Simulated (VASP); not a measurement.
Set up this calculation in VASP 6.6.1, as the native input.

- Task: single point
- Functional: PBEsol
- Potentials or basis: VASP PAW PBE potentials, release 64 (B, Mg)
- Cutoff: 520 eV
- k mesh: 13 × 13 × 13
- Occupations: fermi-dirac, width 0.05 eV
- Spin: no spin polarisation
- Dipole correction: no
- Further INCAR settings: ALGO = Normal; EDIFF = 1e-06; NBANDS = 10

The structure of Mg2B (CdCl2 type) lies in POSCAR:

```
Mg2B
1.0
    2.0357014482     -1.1753127791      3.3257760552
    0.0000000000      2.3506255582      3.3257760552
   -2.0357014482     -1.1753127791      3.3257760552
B Mg
1 2
Direct
    0.0000000000      0.0000000000      0.0000000000
    0.2499887413      0.2499887413      0.2499887413
    0.7500112587      0.7500112587      0.7500112587
```

These files were run (other wordings do the same):

INCAR

```
SYSTEM = Mg2B
PREC = Accurate
ENCUT = 520
EDIFF = 1E-6
ISMEAR = -1
SIGMA = 0.05
LREAL = .FALSE.
LASPH = .TRUE.
NELM = 100
ALGO = Normal
ISIF = 2
LWAVE = .FALSE.
LCHARG = .TRUE.
GGA = PS
LELF = .TRUE.
LVHAR = .TRUE.
NBANDS = 10
```

KPOINTS

```
regular mesh
0
G
  13 13 13
  0 0 0
```

Potentials or basis: VASP PAW PBE potentials, release 64 (B, Mg).

Run with:

```sh
$ cat potpaw_PBE.64/B/POTCAR potpaw_PBE.64/Mg/POTCAR > POTCAR
$ mpirun -np 1 vasp_std > vasp.out
```

Results of the run:

```
Pressure : 0.0 GPa
```

Caveat: the PAW data sets were made with another functional, which shifts forces and pressure a little.

It took 2.6 min on 1 thread of Intel Xeon 8259CL, with other jobs on the host, peak memory 0.26 GiB.
